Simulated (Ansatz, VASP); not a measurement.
## MgH2 in VASP and in Ansatz

```
Mg H
1.0
     1.69337   -2.46250    0.00000
     1.69337    2.46250    0.00000
     0.00000    0.00000    6.75660
Mg H
1 2
Direct
  0.00000 0.00000 0.00000
  0.92356 0.07644 0.50000
  0.07644 0.92356 0.50000
```

Alike in both runs: functional PBE; k mesh 5 × 5 × 3; occupations gaussian, width 0.15 eV; no spin polarisation.

Ansatz relaxed the structure, and its values are those at the end. VASP's run is a single point on that final structure, the one shown.

```csv
,VASP,Ansatz
version,VASP 6.6.1,Ansatz 0.2.0
potentials or method,"VASP PAW PBE potentials, release 64 (Mg, H), cutoff 600 eV","scalar-relativistic, plane waves, PAW"
valence electrons in the cell,4,12
```

Ansatz gave:

```
gap on the k mesh at the Fermi level (eV) : none
pressure (GPa)                            : 0.1
rms of the force components (eV/Å)        : 0.004
```

Question: What did VASP give for the same quantities?

Answer: gap on the k mesh at the Fermi level (eV): none; pressure (GPa): 0.0; rms of the force components (eV/Å): 0.012.

A gap of «none» marks a metal or a gap that the smearing closes. The functional is the same, so the differences come from potentials, cutoffs and numerics. VASP's potentials hold 4 valence electrons a cell and Ansatz's 12, so a difference there can come from the potentials and not from the codes.

The k mesh is coarse, so the values compare programs but aren't converged.
